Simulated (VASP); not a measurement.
# Ru (Im-3m) in VASP: a series of runs

Ru is run at these levels: PBE; tasks: single point, relaxation of cell and atoms.

Program: VASP 6.6.1. These are calculated values, not measurements. Logs are shortened: lines on timing, memory, paths and dates and some standing lists are left out, and cuts for length are marked.

### Step 1. The cell of the first run

It takes space group Im-3m (No. 229, cubic). The conventional cell has a = 2.597 Å, b = 2.597 Å, c = 2.597 Å, α = 90.00°, β = 90.00°, γ = 90.00°. Within 3.0 Å of Ru (site symmetry m-3m) lie 14 Ru at 2.25 to 2.60 Å.

### Step 2. Single point, PBE (volume scaled by 0.615, to set the pressure)

Contents of INCAR:

```
PREC = Accurate
ENCUT = 520
EDIFF = 1E-7
ISMEAR = -1
SIGMA = 0.08
LREAL = False
LASPH = True
NELM = 80
ALGO = Normal
ISIF = 2
LWAVE = False
LCHARG = False
GGA = PE
NBANDS = 13
```

Contents of KPOINTS:

```
Automatic mesh
0
Gamma
  21 21 21
```

Contents of POSCAR:

```
Ru
1.0
   -1.2986027637      1.2986027637      1.2986027637
    1.2986027637     -1.2986027637      1.2986027637
    1.2986027637      1.2986027637     -1.2986027637
Ru
1
Direct
    0.0000000000      0.0000000000      0.0000000000
```

Potentials or basis: VASP PAW PBE potentials, release 64 (Ru_pv).

On the command line:

```sh
$ cat potpaw_PBE.64/Ru_pv/POTCAR > POTCAR
$ mpirun -np 1 vasp_std > vasp.out
```

OUTCAR:

```text
PREC = Accurate
   ENCUT = 520
   EDIFF = 1E-7
   ISMEAR = -1
   LREAL = False
   LASPH = True
   NELM = 80
   ISIF = 2
   GGA = PE

 ion  position               nearest neighbor table
   1  0.000  0.000  0.000-

  LATTYP: Found a body centered cubic cell.
 ALAT       =     2.5972055274

  Lattice vectors:

 A1 = (  -1.2986027637,   1.2986027637,   1.2986027637)
 A2 = (   1.2986027637,  -1.2986027637,   1.2986027637)
 A3 = (   1.2986027637,   1.2986027637,  -1.2986027637)

Analysis of symmetry for initial positions (statically):
=====================================================================
 Subroutine PRICEL returns:
 Original cell was already a primitive cell.

 Routine SETGRP: Setting up the symmetry group for a
 body centered cubic supercell.

 Subroutine GETGRP returns: Found 48 space group operations
 (whereof 48 operations were pure point group operations)
 out of a pool of 48 trial point group operations.

The static configuration has the point symmetry O_h .

Analysis of symmetry for dynamics (positions and initial velocities):
=====================================================================
 Subroutine PRICEL returns:
 Original cell was already a primitive cell.

 Routine SETGRP: Setting up the symmetry group for a
 body centered cubic supercell.

 Subroutine GETGRP returns: Found 48 space group operations
 (whereof 48 operations were pure point group operations)
 out of a pool of 48 trial point group operations.

The dynamic configuration has the point symmetry O_h .

 Subroutine INISYM returns: Found 48 space group operations
 (whereof 48 operations are pure point group operations),
 and found     1 'primitive' translations

----------------------------------------------------------------------------------------

                                     Primitive cell

  volume of cell :       8.7597

  direct lattice vectors                    reciprocal lattice vectors
    -1.298602764  1.298602764  1.298602764     0.000000000  0.385029213  0.385029213
     1.298602764 -1.298602764  1.298602764     0.385029213  0.000000000  0.385029213
     1.298602764  1.298602764 -1.298602764     0.385029213  0.385029213  0.000000000

  length of vectors
     2.249245966  2.249245966  2.249245966     0.544513535  0.544513535  0.544513535

  position of ions in fractional coordinates (direct lattice)
     0.000000000  0.000000000  0.000000000

  ion indices of the primitive-cell ions
   primitive index   ion index
                 1           1

----------------------------------------------------------------------------------------

 KPOINTS: Automatic mesh

Automatic generation of k-mesh.
 Grid dimensions read from file:
 generate k-points for:   21   21   21

 Generating k-lattice:

  Cartesian coordinates                     Fractional coordinates (reciprocal lattice)
     0.000000000  0.018334724  0.018334724     0.047619048  0.000000000  0.000000000
     0.018334724  0.000000000  0.018334724     0.000000000  0.047619048  0.000000000
     0.018334724  0.018334724  0.000000000     0.000000000  0.000000000  0.047619048

  Length of vectors
     0.025929216  0.025929216  0.025929216

  Shift w.r.t. Gamma in fractional coordinates (k-lattice)
     0.000000000  0.000000000  0.000000000

 Subroutine IBZKPT returns following result:
 ===========================================

 Found    286 irreducible k-points:

 Following reciprocal coordinates:
            Coordinates               Weight
  0.000000  0.000000  0.000000      1.000000
  0.047619  0.000000  0.000000     12.000000
  0.095238  0.000000  0.000000     12.000000
  0.142857  0.000000  0.000000     12.000000
  0.190476  0.000000  0.000000     12.000000
  0.238095  0.000000  0.000000     12.000000
[... 16 lines left out ...]
  0.142857  0.095238 -0.000000     48.000000
  0.190476  0.095238 -0.000000     48.000000
 [... further k-points ...]
   k-points           NKPTS =    286   k-points in BZ     NKDIM =    286   number of bands    NBANDS=     13
   number of dos      NEDOS =    301   number of ions     NIONS =      1
   total plane-waves  NPLWV =   5832
   dimension x,y,z NGX =    18 NGY =   18 NGZ =   18
   dimension x,y,z NGXF=    36 NGYF=   36 NGZF=   36
   ions per type =               1
   NGX,Y,Z   is equivalent  to a cutoff of  13.30, 13.30, 13.30 a.u.
   NGXF,Y,Z  is equivalent  to a cutoff of  26.61, 26.61, 26.61 a.u.
 SYSTEM =  unknown system
   PREC   = accura    normal or accurate (medium, high low for compatibility)
   ISTART =      0    job   : 0-new  1-cont  2-samecut
   ICHARG =      2    charge: 1-file 2-atom 10-const
   ISPIN  =      1    spin polarized calculation?
   LNONCOLLINEAR =      F non collinear calculations
   LSORBIT =      F    spin-orbit coupling
   LASPH  =      T    aspherical Exc in radial PAW
   ENCUT  =  520.0 eV  38.22 Ry    6.18 a.u.   4.18  4.18  4.18*2*pi/ulx,y,z
   NELM   =     80;   NELMIN=  2; NELMDL= -5     # of ELM steps
   EDIFF  = 0.1E-06   stopping-criterion for ELM
   LREAL  =      F    real-space projection
   EDIFFG = 0.1E-05   stopping-criterion for IOM
   NSW    =      0    number of steps for IOM
   IBRION =     -1    ionic relax: 0-MD 1-quasi-New 2-CG
   NFREE  =      0    steps in history (QN), initial steepest desc. (CG)
   ISIF   =      2    stress and relaxation
   ISYM   =      2    0-nonsym 1-usesym 2-fastsym
   POTIM  = 0.5000    time-step for ionic-motion
   TEBEG  =    0.0;   TEEND  =   0.0 temperature during run
   PSTRESS=    0.0 pullay stress
   NELECT =      14.0000    total number of electrons
   NUPDOWN=      -1.0000    fix difference up-down
   EMIN   =  10.00;   EMAX   =-10.00  energy-range for DOS
   EFERMI =   0.00;   METHOD = LEGACY
   ISMEAR =    -1;   SIGMA  =   0.08  broadening in eV -4-tet -1-fermi 0-gaus
   EFERMI_NEDOS =   21; number of points for ismear=-14 and -15
   IALGO  =     38    algorithm
   IMIX   =      4    mixing-type and parameters
     AMIX     =   0.40;   BMIX     =  1.00
     AMIX_MAG =   1.60;   BMIX_MAG =  1.00
  volume/ion in A,a.u.               =       8.76        59.11
  Fermi-wavevector in a.u.,A,eV,Ry     =   1.914055  3.617040 49.846418  3.663608
  Thomas-Fermi vector in A             =   2.950062
   LORBIT       =      0    0 simple, 1 ext, 2 COOP (PROOUT), +10 PAW based schemes
   GGA     = PE    functional components
   LHFCALC =     F    Hartree Fock is set to
   AEXX    =    0.0000 exact exchange contribution
   IVDW    =     0    specifies the selected vdW correction
   LEPSILON=     F    determine dielectric tensor
   LRPA    =     F    only Hartree local field effects (RPA)
 non-spin polarized calculation
  energy-cutoff  :      520.00
  volume of cell :        8.76
 maximum number of plane-waves:       243
 NGX is ok and might be reduce to    18
   NGX =  9   NGY =  9   NGZ =  9

 number of electron      13.9999998 magnetization

 Free energy of the ion-electron system (eV)
  ---------------------------------------------------
  ext. energy  EPLUGINS =         0.00000000
  ---------------------------------------------------
  free energy    TOTEN  =        -4.01874095 eV

  energy without entropy =       -3.99876394  energy(sigma->0) =       -4.00875244

 E-fermi :  22.8231     XC(G=0): -17.0030

 val. band max:       22.8098401379   @ k =   0.2857   0.0000   0.0000
 cond. band min:      22.8340190816   @ k =  -0.4286  -0.4286   0.1905
 fundamental gap:      0.0241789436
 Fermi energy:        22.8231151117

 k-point     1 :       0.0000    0.0000    0.0000
  band No.  band energies     occupation
      1     -19.7287      2.00000
      2     -19.7287      2.00000
      3     -19.7287      2.00000
      4      12.5058      2.00000
      5      17.4433      2.00000
      6      17.4433      2.00000
      7      17.4433      2.00000
      8      22.3956      1.99050
      9      22.3956      1.99050
     10      32.9916      0.00000
     11      39.4149      0.00000
     12      39.4149      0.00000
     13      39.4149      0.00000

 k-point     2 :       0.0476    0.0000    0.0000
  band No.  band energies     occupation
      1     -19.8331      2.00000
      2     -19.7589      2.00000
      3     -19.7302      2.00000
      4      12.6778      2.00000
      5      17.3432      2.00000
      6      17.4357      2.00000
      7      17.6080      2.00000
      8      22.2290      1.99881
      9      22.3948      1.99058
     10      32.9915      0.00000
     11      39.5599      0.00000
     12      39.6950      0.00000
     13      39.8326      0.00000

 k-point     3 :       0.0952    0.0000    0.0000
  band No.  band energies     occupation
      1     -20.1328      2.00000
      2     -19.8464      2.00000
      3     -19.7348      2.00000
      4      13.1493      2.00000
      5      17.0613      2.00000
      6      17.4144      2.00000
      7      18.0963      2.00000
      8      21.8428      1.99999
      9      22.3994      1.99004
     10      32.9915      0.00000
     11      39.9524      0.00000
     12      40.5159      0.00000
     13      40.9590      0.00000
[... 305 lines left out ...]
 k-point    23 :       0.1429    0.0952   -0.0000
  band No.  band energies     occupation
      1     -21.3331      2.00000
      2     -20.1518      2.00000
      3     -19.8660      2.00000
      4      14.5375      2.00000
      5      16.2900      2.00000
      6      16.9314      2.00000
      7      20.8502      2.00000
      8      20.9916      2.00000
      9      22.8799      0.65938
     10      32.9914      0.00000
     11      41.4421      0.00000
     12      43.2724      0.00000
     13      44.3280      0.00000

 k-point    24 :       0.1905    0.0952   -0.0000
  band No.  band energies     occupation
      1     -21.8740      2.00000
      2     -20.3592      2.00000
      3     -19.8874      2.00000
      4      14.4042      2.00000
      5      15.7698      2.00000
      6      17.6743      2.00000
      7      21.0049      2.00000
      8      22.3706      1.99304
      9      23.1686      0.02629
     10      32.9913      0.00000
     11      41.3349      0.00000
     12      43.9102      0.00000
     13      45.5013      0.00000

 [... further k-points ...]

------------------------ aborting loop because EDIFF is reached ----------------------------------------

  FORCE on cell =-STRESS in cart. coord.  units (eV):
  Direction    XX          YY          ZZ          XY          YZ          ZX
  --------------------------------------------------------------------------------------
  -------------------------------------------------------------------------------------
  Total       23.0806456     23.0806456     23.0806456      0.0000000      0.0000000      0.0000000
  in kB     4221.5270439   4221.5270439   4221.5270439      0.0000000      0.0000000      0.0000000
  external PRESSURE =    4221.5270439 kB  Pullay stress =       0.0000000 kB

 VOLUME and BASIS-vectors are now :
 -----------------------------------------------------------------------------
  energy-cutoff  :      520.00
  volume of cell :        8.76
      direct lattice vectors                 reciprocal lattice vectors
    -1.298602764  1.298602764  1.298602764     0.000000000  0.385029213  0.385029213
     1.298602764 -1.298602764  1.298602764     0.385029213  0.000000000  0.385029213
     1.298602764  1.298602764 -1.298602764     0.385029213  0.385029213  0.000000000

 POSITION                                       TOTAL-FORCE (eV/Angst)
 -----------------------------------------------------------------------------------
      0.00000      0.00000      0.00000        -0.000000      0.000000      0.000000
 -----------------------------------------------------------------------------------
    total drift:                                0.000000      0.000000      0.000000

  FREE ENERGIE OF THE ION-ELECTRON SYSTEM (eV)
  ---------------------------------------------------
  free  energy   TOTEN  =        -4.0187409451 eV

  energy  without entropy=       -3.9987639384  energy(sigma->0) =       -4.00875244
```

Run time: 22 s. Hardware: 1 thread of Intel Xeon 6975P-C (Granite Rapids), shared host; peak memory 0.14 GiB.

Results:

```
Free energy            : -4.0187 eV
Pressure               : 422.2 GPa
Band gap on the k mesh : zero (band 7 reaches 26.38 eV, above the bottom of band 8 at 18.87 eV)
```

Caveat: the cell differs from its parent crystal (volume scaled by 0.615, to set the pressure).

(Part 1 of 2 ends here.)
